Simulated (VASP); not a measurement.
The system is Zn.

```
CELL_PARAMETERS angstrom
3.17836 0.00000 0.00000
-1.58918 2.75254 0.00000
0.00000 0.00000 5.03823
ATOMIC_POSITIONS crystal
Zn 0.66667 0.33333 0.75000
Zn 0.33333 0.66667 0.25000
```

This cell differs from its parent crystal: Hg replaced by Zn, lengths x 0.955, strained.

Base run:

```yaml
Program: VASP 6.6.1
Functional: PBE
Potentials_or_basis: VASP PAW PBE potentials, release 64 (Zn)
Cutoff: 520 eV
k_mesh: 15 × 15 × 8
Occupations: gaussian, width 0.1 eV
Spin: no spin polarisation
```

Its results: band gap on the k mesh zero (bands 12 and 13 overlap by 2.27 eV); pressure -8.7 GPa.

**Question.** The run is repeated on the same cell with these changes: k mesh from 15 × 15 × 8 to 6 × 6 × 4. What comes out?

**Answer.** Band gap on the k mesh zero (bands 12 and 13 overlap by 1.74 eV); pressure -7.7 GPa.

Caveats: some runs use coarse meshes; the cell stands under tension (at least some runs).
